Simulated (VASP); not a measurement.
# SiC (wurtzite type) (P6_3mc) in VASP: further runs

The runs below take SiC (wurtzite type) through single point, with PBE.

Everything below comes from runs of VASP 6.6.1. Logs are shortened: lines on timing, memory, paths and dates and some standing lists are left out, and cuts for length are marked.

## 1. The cell of the first run

Symmetry: P6_3mc, No. 186, hexagonal system. Conventional cell: a = 2.823 Å, b = 2.823 Å, c = 4.615 Å, α = 90.00°, β = 90.00°, γ = 120.00°. Within 2.3 Å of Si (site symmetry 3m) lie 4 C at 1.73 to 1.74 Å. C (site symmetry 3m) has 4 Si at 1.73 to 1.74 Å within 2.3 Å.

## 2. Single point, PBE

The input, INCAR:

```
SYSTEM = SiC
PREC = Accurate ; ENCUT = 520
EDIFF = 1E-7 ; ISMEAR = -1
SIGMA = 0.1 ; LREAL = .False.
LASPH = .True. ; NELM = 100
ALGO = Normal ; ISIF = 2
LWAVE = .False. ; LCHARG = .False.
GGA = PE ; NBANDS = 16
```

The input, KPOINTS:

```
regular mesh
0
Gamma
  13 13 7
  0 0 0
```

The input, POSCAR:

```
SiC
1.0
    2.8234730989      0.0000000000      0.0000000000
   -1.4117365495      2.4451994306      0.0000000000
    0.0000000000      0.0000000000      4.6151576053
Si C
2 2
Direct
    0.3333333333      0.6666666667     -0.0001768202
    0.6666666667      0.3333333333      0.4998231798
    0.3333333333      0.6666666667      0.3761768202
    0.6666666667      0.3333333333      0.8761768202
```

Potentials or basis: VASP PAW PBE potentials, release 64 (Si, C).

On the command line:

```sh
> cat potpaw_PBE.64/Si/POTCAR potpaw_PBE.64/C/POTCAR > POTCAR
> mpirun -np 1 vasp_std > vasp.out
```

OUTCAR:

```text
SYSTEM = SiC
   PREC = Accurate
   ENCUT = 520
   EDIFF = 1E-7
   ISMEAR = -1
   LREAL = .False.
   LASPH = .True.
   NELM = 100
   ISIF = 2
   GGA = PE

 ion  position               nearest neighbor table
   1  0.333  0.667  1.000-   4 1.73   4 1.73   4 1.73   3 1.74   2 2.83   2 2.83   2 2.83   2 2.83
                             2 2.83   2 2.83
   2  0.667  0.333  0.500-   3 1.73   3 1.73   3 1.73   4 1.74   1 2.83   1 2.83   1 2.83   1 2.83
                             1 2.83   1 2.83
   3  0.333  0.667  0.376-   2 1.73   2 1.73   2 1.73   1 1.74
   4  0.667  0.333  0.876-   1 1.73   1 1.73   1 1.73   2 1.74

  LATTYP: Found a hexagonal cell.
 ALAT       =     2.8234730989
 C/A-ratio  =     1.6345675853

  Lattice vectors:

 A1 = (   2.8234730989,   0.0000000000,   0.0000000000)
 A2 = (  -1.4117365495,   2.4451994306,   0.0000000000)
 A3 = (   0.0000000000,   0.0000000000,   4.6151576053)

Analysis of symmetry for initial positions (statically):
=====================================================================
 Subroutine PRICEL returns:
 Original cell was already a primitive cell.

 Routine SETGRP: Setting up the symmetry group for a
 hexagonal supercell.

 Subroutine GETGRP returns: Found 12 space group operations
 (whereof  6 operations were pure point group operations)
 out of a pool of 24 trial point group operations.

The static configuration has the point symmetry C_3v.
 The point group associated with its full space group is C_6v.

Analysis of symmetry for dynamics (positions and initial velocities):
=====================================================================
 Subroutine PRICEL returns:
 Original cell was already a primitive cell.

 Routine SETGRP: Setting up the symmetry group for a
 hexagonal supercell.

 Subroutine GETGRP returns: Found 12 space group operations
 (whereof  6 operations were pure point group operations)
 out of a pool of 24 trial point group operations.

The dynamic configuration has the point symmetry C_3v.
 The point group associated with its full space group is C_6v.

 Subroutine INISYM returns: Found 12 space group operations
 (whereof  6 operations are pure point group operations),
 and found     1 'primitive' translations

----------------------------------------------------------------------------------------

                                     Primitive cell

  volume of cell :      31.8628

  direct lattice vectors                    reciprocal lattice vectors
     2.823473099  0.000000000  0.000000000     0.354173730  0.204482299  0.000000000
    -1.411736550  2.445199431  0.000000000     0.000000000  0.408964597  0.000000000
     0.000000000  0.000000000  4.615157605     0.000000000  0.000000000  0.216677324

  length of vectors
     2.823473099  2.823473099  4.615157605     0.408964597  0.408964597  0.216677324

  position of ions in fractional coordinates (direct lattice)
     0.333333333  0.666666667  0.999823180
     0.666666667  0.333333333  0.499823180
     0.333333333  0.666666667  0.376176820
     0.666666667  0.333333333  0.876176820

  ion indices of the primitive-cell ions
   primitive index   ion index
                 1           1
                 2           2
                 3           3
                 4           4

----------------------------------------------------------------------------------------

 KPOINTS: regular mesh

Automatic generation of k-mesh.
 Grid dimensions read from file:
 generate k-points for:   13   13    7

 Generating k-lattice:

  Cartesian coordinates                     Fractional coordinates (reciprocal lattice)
     0.027244133  0.015729408  0.000000000     0.076923077  0.000000000  0.000000000
     0.000000000  0.031458815  0.000000000     0.000000000  0.076923077  0.000000000
     0.000000000  0.000000000  0.030953903     0.000000000  0.000000000  0.142857143

  Length of vectors
     0.031458815  0.031458815  0.030953903

  Shift w.r.t. Gamma in fractional coordinates (k-lattice)
     0.000000000  0.000000000  0.000000000

 Subroutine IBZKPT returns following result:
 ===========================================

 Found     84 irreducible k-points:

 Following reciprocal coordinates:
            Coordinates               Weight
  0.000000  0.000000  0.000000      1.000000
  0.076923  0.000000  0.000000      6.000000
  0.153846 -0.000000  0.000000      6.000000
  0.230769  0.000000  0.000000      6.000000
  0.307692 -0.000000  0.000000      6.000000
  0.384615  0.000000  0.000000      6.000000
[... 16 lines left out ...]
  0.076923  0.000000  0.142857     12.000000
  0.153846 -0.000000  0.142857     12.000000
 [... further k-points ...]
   k-points           NKPTS =     84   k-points in BZ     NKDIM =     84   number of bands    NBANDS=     16
   number of dos      NEDOS =    301   number of ions     NIONS =      4
   total plane-waves  NPLWV =  20736
   dimension x,y,z NGX =    24 NGY =   24 NGZ =   36
   dimension x,y,z NGXF=    48 NGYF=   48 NGZF=   72
   ions per type =               2   2
   NGX,Y,Z   is equivalent  to a cutoff of  14.13, 14.13, 12.97 a.u.
   NGXF,Y,Z  is equivalent  to a cutoff of  28.26, 28.26, 25.94 a.u.
 SYSTEM =  SiC
   PREC   = accura    normal or accurate (medium, high low for compatibility)
   ISTART =      0    job   : 0-new  1-cont  2-samecut
   ICHARG =      2    charge: 1-file 2-atom 10-const
   ISPIN  =      1    spin polarized calculation?
   LNONCOLLINEAR =      F non collinear calculations
   LSORBIT =      F    spin-orbit coupling
   LASPH  =      T    aspherical Exc in radial PAW
   ENCUT  =  520.0 eV  38.22 Ry    6.18 a.u.   5.25  5.25  8.58*2*pi/ulx,y,z
   NELM   =    100;   NELMIN=  2; NELMDL= -5     # of ELM steps
   EDIFF  = 0.1E-06   stopping-criterion for ELM
   LREAL  =      F    real-space projection
   EDIFFG = 0.1E-05   stopping-criterion for IOM
   NSW    =      0    number of steps for IOM
   IBRION =     -1    ionic relax: 0-MD 1-quasi-New 2-CG
   NFREE  =      0    steps in history (QN), initial steepest desc. (CG)
   ISIF   =      2    stress and relaxation
   ISYM   =      2    0-nonsym 1-usesym 2-fastsym
   POTIM  = 0.5000    time-step for ionic-motion
   TEBEG  =    0.0;   TEEND  =   0.0 temperature during run
   PSTRESS=    0.0 pullay stress
   NELECT =      16.0000    total number of electrons
   NUPDOWN=      -1.0000    fix difference up-down
   EMIN   =  10.00;   EMAX   =-10.00  energy-range for DOS
   EFERMI =   0.00;   METHOD = LEGACY
   ISMEAR =    -1;   SIGMA  =   0.10  broadening in eV -4-tet -1-fermi 0-gaus
   EFERMI_NEDOS =   21; number of points for ismear=-14 and -15
   IALGO  =     38    algorithm
   IMIX   =      4    mixing-type and parameters
     AMIX     =   0.40;   BMIX     =  1.00
     AMIX_MAG =   1.60;   BMIX_MAG =  1.00
  volume/ion in A,a.u.               =       7.97        53.76
  Fermi-wavevector in a.u.,A,eV,Ry     =   1.301228  2.458964 23.037300  1.693194
  Thomas-Fermi vector in A             =   2.432375
   LORBIT       =      0    0 simple, 1 ext, 2 COOP (PROOUT), +10 PAW based schemes
   GGA     = PE    functional components
   LHFCALC =     F    Hartree Fock is set to
   AEXX    =    0.0000 exact exchange contribution
   IVDW    =     0    specifies the selected vdW correction
   LEPSILON=     F    determine dielectric tensor
   LRPA    =     F    only Hartree local field effects (RPA)
 non-spin polarized calculation
  energy-cutoff  :      520.00
  volume of cell :       31.86
 maximum number of plane-waves:       871
 NGX is ok and might be reduce to    24
   NGX = 11   NGY = 11   NGZ = 17

 number of electron      15.9999998 magnetization

 Free energy of the ion-electron system (eV)
  ---------------------------------------------------
  ext. energy  EPLUGINS =         0.00000000
  ---------------------------------------------------
  free energy    TOTEN  =       -27.57576109 eV

  energy without entropy =      -27.57575834  energy(sigma->0) =      -27.57575972

 E-fermi :  12.4925     XC(G=0): -12.5259

 val. band max:       11.4825436714   @ k =   0.0000   0.0000   0.0000
 cond. band min:      13.3980126091   @ k =   0.3077   0.3077   0.0000
 fundamental gap:      1.9154689377
 Fermi energy:        12.4925496040

 k-point     1 :       0.0000    0.0000    0.0000
  band No.  band energies     occupation
      1      -6.2976      2.00000
      2      -1.6112      2.00000
      3       1.1839      2.00000
      4      10.0567      2.00000
      5      10.0567      2.00000
      6      11.4255      1.99995
[... 8 lines left out ...]
     15      22.4598      0.00000
     16      24.0963      0.00000

 k-point     2 :       0.0769    0.0000    0.0000
  band No.  band energies     occupation
      1      -6.1725      2.00000
      2      -1.5059      2.00000
      3       1.3061      2.00000
      4       9.4060      2.00000
      5       9.8246      2.00000
      6      11.0993      2.00000
[... 8 lines left out ...]
     15      22.6642      0.00000
     16      23.1872      0.00000

 k-point     3 :       0.1538   -0.0000    0.0000
  band No.  band energies     occupation
      1      -5.7992      2.00000
      2      -1.1968      2.00000
      3       1.6695      2.00000
      4       7.8807      2.00000
      5       9.2991      2.00000
      6      10.1139      2.00000
[... 8 lines left out ...]
     15      22.6372      0.00000
     16      23.1512      0.00000

 k-point     4 :       0.2308    0.0000    0.0000
  band No.  band energies     occupation
      1      -5.1850      2.00000
      2      -0.7104      2.00000
      3       2.2620      2.00000
      4       6.0590      2.00000
      5       8.7163      2.00000
      6       8.7788      2.00000
[... 8 lines left out ...]
     15      23.3643      0.00000
     16      23.3829      0.00000
[... 324 lines left out ...]
 k-point    22 :       0.0000    0.0000    0.1429
  band No.  band energies     occupation
      1      -6.1753      2.00000
      2      -2.2676      2.00000
      3       2.0277      2.00000
      4      10.1189      2.00000
      5      10.1189      2.00000
      6      10.8481      2.00000
[... 8 lines left out ...]
     15      22.1062      0.00000
     16      24.5539      0.00000

 k-point    23 :       0.0769    0.0000    0.1429
  band No.  band energies     occupation
      1      -6.0504      2.00000
      2      -2.1560      2.00000
      3       2.1408      2.00000
      4       9.4792      2.00000
      5       9.8925      2.00000
      6      10.6941      2.00000
[... 8 lines left out ...]
     15      22.3909      0.00000
     16      23.7965      0.00000

 k-point    24 :       0.1538   -0.0000    0.1429
  band No.  band energies     occupation
      1      -5.6778      2.00000
      2      -1.8264      2.00000
      3       2.4729      2.00000
      4       7.9766      2.00000
      5       9.3765      2.00000
      6       9.8190      2.00000
[... 8 lines left out ...]
     15      22.8080      0.00000
     16      23.6276      0.00000

 [... further k-points ...]
[... 5 lines left out ...]
  --------------------------------------------------------------------------------------
  -------------------------------------------------------------------------------------
  Total       19.8379451     19.8379451     19.8384834     -0.0000000      0.0000000      0.0000000
  in kB      997.5227045    997.5227046    997.5497731     -0.0000000      0.0000000      0.0000000
  external PRESSURE =     997.5317274 kB  Pullay stress =       0.0000000 kB

 VOLUME and BASIS-vectors are now :
 -----------------------------------------------------------------------------
  energy-cutoff  :      520.00
  volume of cell :       31.86
      direct lattice vectors                 reciprocal lattice vectors
     2.823473099  0.000000000  0.000000000     0.354173730  0.204482299  0.000000000
    -1.411736550  2.445199431  0.000000000     0.000000000  0.408964597  0.000000000
     0.000000000  0.000000000  4.615157605     0.000000000  0.000000000  0.216677324

 POSITION                                       TOTAL-FORCE (eV/Angst)
 -----------------------------------------------------------------------------------
     -0.00000      1.63013      4.61434        -0.000000      0.000000     -0.000879
      1.41174      0.81507      2.30676        -0.000000     -0.000000     -0.000879
     -0.00000      1.63013      1.73612         0.000000     -0.000000      0.000879
      1.41174      0.81507      4.04369        -0.000000      0.000000      0.000879
 -----------------------------------------------------------------------------------
    total drift:                               -0.000000      0.000000     -0.000008

  FREE ENERGIE OF THE ION-ELECTRON SYSTEM (eV)
  ---------------------------------------------------
  free  energy   TOTEN  =       -27.5757610910 eV

  energy  without entropy=      -27.5757583401  energy(sigma->0) =      -27.57575972
```

Run time: 1.7 min. Hardware: 1 thread of AMD EPYC 7R13, shared host; peak memory 0.14 GiB.

Results:

```yaml
Free_energy: -27.5758 eV
Pressure: 99.8 GPa
Band_gap_on_the_k_mesh: 1.92 eV, indirect (least direct gap 4.49 eV)
```

Levels at points of the mesh, in eV from the valence-band top:
```
           k point  band 6  band 7  band 8  band 9  band 10  band 11
(0.00, 0.00, 0.00)   -0.06    0.00    0.00    7.13     8.37     8.37
```

A k mesh can miss the band edges. A hybrid or GW would open this gap; PBE tends to underestimate it.

## 3. Single point, PBE

The input, INCAR:

```
  PREC = Accurate
  ENCUT = 520
  EDIFF = 1E-7
  ISMEAR = -1
  SIGMA = 0.1
  LREAL = False
  LASPH = True
  NELM = 100
  ALGO = Normal
  ISIF = 2
  LWAVE = False
  LCHARG = False
  GGA = PE
  NBANDS = 16
```

The input, KPOINTS:

```
Automatic mesh
0
Gamma
  13 13 7
```

POSCAR is that of step 2.

Potentials or basis: VASP PAW PBE potentials, release 64 (Si, C).

On the command line:

```sh
> cat potpaw_PBE.64/Si/POTCAR potpaw_PBE.64/C/POTCAR > POTCAR
> mpirun -np 1 vasp_std > vasp.out
```

OUTCAR:

```text
PREC = Accurate
   ENCUT = 520
   EDIFF = 1E-7
   ISMEAR = -1
   LREAL = False
   LASPH = True
   NELM = 100
   ISIF = 2
   GGA = PE

 ion  position               nearest neighbor table
   1  0.333  0.667  1.000-   4 1.73   4 1.73   4 1.73   3 1.74   2 2.83   2 2.83   2 2.83   2 2.83
                             2 2.83   2 2.83
   2  0.667  0.333  0.500-   3 1.73   3 1.73   3 1.73   4 1.74   1 2.83   1 2.83   1 2.83   1 2.83
                             1 2.83   1 2.83
   3  0.333  0.667  0.376-   2 1.73   2 1.73   2 1.73   1 1.74
[... 655 lines left out ...]
 [... further k-points ...]
[... 5 lines left out ...]
  --------------------------------------------------------------------------------------
  -------------------------------------------------------------------------------------
  Total       19.8379451     19.8379451     19.8384834     -0.0000000      0.0000000      0.0000000
  in kB      997.5227045    997.5227046    997.5497731     -0.0000000      0.0000000      0.0000000
  external PRESSURE =     997.5317274 kB  Pullay stress =       0.0000000 kB

 VOLUME and BASIS-vectors are now :
 -----------------------------------------------------------------------------
  energy-cutoff  :      520.00
  volume of cell :       31.86
      direct lattice vectors                 reciprocal lattice vectors
     2.823473099  0.000000000  0.000000000     0.354173730  0.204482299  0.000000000
    -1.411736550  2.445199431  0.000000000     0.000000000  0.408964597  0.000000000
     0.000000000  0.000000000  4.615157605     0.000000000  0.000000000  0.216677324

 POSITION                                       TOTAL-FORCE (eV/Angst)
 -----------------------------------------------------------------------------------
     -0.00000      1.63013      4.61434        -0.000000      0.000000     -0.000879
      1.41174      0.81507      2.30676        -0.000000     -0.000000     -0.000879
     -0.00000      1.63013      1.73612         0.000000     -0.000000      0.000879
      1.41174      0.81507      4.04369        -0.000000      0.000000      0.000879
 -----------------------------------------------------------------------------------
    total drift:                               -0.000000      0.000000     -0.000008

  FREE ENERGIE OF THE ION-ELECTRON SYSTEM (eV)
  ---------------------------------------------------
  free  energy   TOTEN  =       -27.5757610910 eV

  energy  without entropy=      -27.5757583401  energy(sigma->0) =      -27.57575972
```

OSZICAR:

```text
N       E                     dE             d eps       ncg     rms          rms(c)
DAV:   1     0.286744024473E+02    0.28674E+02   -0.75485E+03  2688   0.923E+02
DAV:   2    -0.308974191074E+02   -0.59572E+02   -0.54693E+02  3840   0.172E+02
DAV:   3    -0.330555369535E+02   -0.21581E+01   -0.21515E+01  3600   0.293E+01
DAV:   4    -0.330666551330E+02   -0.11118E-01   -0.11117E-01  3264   0.263E+00
DAV:   5    -0.330667355160E+02   -0.80383E-04   -0.80382E-04  3592   0.205E-01    0.172E+01
DAV:   6    -0.279097661651E+02    0.51570E+01   -0.78904E+00  3480   0.182E+01    0.836E+00
DAV:   7    -0.275990535989E+02    0.31071E+00   -0.19233E+00  3792   0.860E+00    0.310E+00
DAV:   8    -0.275775780864E+02    0.21476E-01   -0.76870E-02  3168   0.173E+00    0.853E-01
DAV:   9    -0.275755846812E+02    0.19934E-02   -0.75370E-03  3520   0.639E-01    0.117E-01
DAV:  10    -0.275757301164E+02   -0.14544E-03   -0.57297E-04  3384   0.150E-01    0.633E-02
DAV:  11    -0.275757601653E+02   -0.30049E-04   -0.47320E-05  3184   0.564E-02    0.123E-02
DAV:  12    -0.275757608425E+02   -0.67727E-06   -0.37860E-06  3584   0.121E-02    0.410E-03
DAV:  13    -0.275757611108E+02   -0.26832E-06   -0.25981E-07  3264   0.370E-03    0.321E-03
DAV:  14    -0.275757610910E+02    0.19812E-07   -0.13324E-08  1808   0.852E-04
   1 F= -.27575761E+02 E0= -.27575760E+02  d E =-.275097E-05
```

Wall time 82 s (1 thread of AMD EPYC 7R13, shared host); peak memory 0.14 GiB.

Results:

| Item | Value |
| --- | --- |
| Free energy | -27.5758 eV |
| Pressure | 99.8 GPa |
| Band gap on the k mesh | 1.92 eV, indirect (least direct gap 4.49 eV) |
